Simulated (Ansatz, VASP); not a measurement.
## NiO2 in VASP and in Ansatz

Contents of INCAR:

```
SYSTEM = NiO2
PREC     = Accurate       ! precision mode
ENCUT    = 700            ! plane-wave cutoff, eV
EDIFF    = 1E-6           ! SCF threshold, eV
ISMEAR   = 0              ! smearing method
SIGMA    = 0.05           ! smearing width, eV
LREAL    = .False.        ! projectors in reciprocal space
LASPH    = .True.         ! aspherical terms in the spheres
NELM     = 120            ! most SCF steps
ALGO     = Normal         ! electronic algorithm
ISIF     = 2              ! what is computed and relaxed
LWAVE    = .False.        ! write WAVECAR
LCHARG   = .False.        ! write CHGCAR
GGA      = CA             ! functional
NBANDS   = 22             ! bands
GGA_COMPAT= .False.
```

The input KPOINTS:

```
regular mesh
0
Gamma
  12 12 6
  0 0 0
```

The input POSCAR:

```
NiO2
1.0
    2.7627792314      0.0000000000      0.0000000000
   -1.3813896157      2.3926369995      0.0000000000
    0.0000000000      0.0000000000      4.2061363981
Ni O
1 2
Direct
    0.0000000000      0.0000000000      0.5000000000
    0.6666666667      0.3333333333      0.7067356968
    0.3333333333      0.6666666667      0.2932643032
```

Input for Ansatz:

```yaml
crystal:
  lattice:
    - [2.7627792314, 0.0, 0.0]
    - [-1.3813896157, 2.3926369995, 0.0]
    - [0.0, 0.0, 4.2061363981]
  atoms:
    - { symbol: Ni, position: [0.0, 0.0, 0.5] }
    - { symbol: O, position: [0.6666666667, 0.3333333333, 0.7067356968] }
    - { symbol: O, position: [0.3333333333, 0.6666666667, 0.2932643032] }
basis:
  ecutwfc: 520.0
kpoints:
  mp_grid: { grid: [12, 12, 6] }
hamiltonian:
  xc: lda
  pseudopotentials: { kind: paw }
scf:
  occupations: { method: gaussian, width: 0.05 }
output:
  forces: true
  stress: true
  eigenvalues: true
```

Alike in both runs: task single point; functional LDA; k mesh 12 × 12 × 6; occupations gaussian, width 0.05 eV; no spin polarisation.

```csv
,VASP,Ansatz
version,VASP 6.6.1,Ansatz 0.2.0
potentials or method,"VASP PAW LDA potentials, release 64 (Ni_sv_GW, O), cutoff 700 eV","scalar-relativistic, plane waves, PAW"
valence electrons in the cell,30,30
```

|  | VASP | Ansatz | Ansatz less VASP |
| --- | --- | --- | --- |
| gap on the k mesh at the Fermi level (eV) | 0.77 | 0.79 | +0.019 |
| least direct gap on the mesh (eV) | 1.18 | 1.19 | +0.008 |
| pressure (GPa) | 10.0 | 8.9 | -1.19 |
| traceless stress, the component that is largest in VASP (GPa) | 0.23 | 1.32 | +1.096 |
| rms of the force components (eV/Å) | 0.555 | 0.500 | -0.0546 |

LDA's correlation is that of Perdew and Zunger in VASP and of Perdew and Wang (1992) in Ansatz. Atom by atom the forces differ by 0.055 eV/Å (rms over components).
